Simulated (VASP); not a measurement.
Here is a VASP 6.6.1 calculation.

The input INCAR:

```
PREC     = Accurate       # precision mode
ENCUT    = 520            # plane-wave cutoff, eV
EDIFF    = 1E-6           # SCF threshold, eV
ISMEAR   = 0              # smearing method
SIGMA    = 0.15           # smearing width, eV
LREAL    = False          # projectors in reciprocal space
LASPH    = True           # aspherical terms in the spheres
NELM     = 60             # most SCF steps
ALGO     = Normal         # electronic algorithm
ISIF     = 2              # what is computed and relaxed
LWAVE    = False          # write WAVECAR
LCHARG   = False          # write CHGCAR
GGA      = PS             # functional
NBANDS   = 20             # bands
```

Contents of KPOINTS:

```
Automatic mesh
0
Gamma
  18 18 10
```

POSCAR

```
Ta2N
1.0
    3.2549033037      0.0000000000      0.0000000000
   -1.6274516519      2.8188289479      0.0000000000
    0.0000000000      0.0000000000      4.6597195696
Ta N
2 1
Direct
    0.6666666667      0.3333333333      0.7463700642
    0.3333333333      0.6666666667      0.2536299358
    0.0000000000      0.0000000000      0.0000000000
```

Potentials or basis: VASP PAW PBE potentials, release 64 (Ta_pv, N).

Command:

```sh
$ cat potpaw_PBE.64/Ta_pv/POTCAR potpaw_PBE.64/N/POTCAR > POTCAR
$ mpirun -np 1 vasp_std > vasp.out
```

(1) Estimate the band gap on the k mesh.

(2) Predict the largest force.

(3) Estimate the pressure.

Answers

(1) zero (an odd number of electrons rules out a gap without spin polarisation).

(2) 0.914 eV/Å.

(3) -18.3 GPa.

Caveat: the stress differs along the axes, from -25 to -6 GPa; the PAW data sets were made with another functional, which shifts forces and pressure a little; spin-orbit coupling is left out, which moves the levels of the heavy elements.
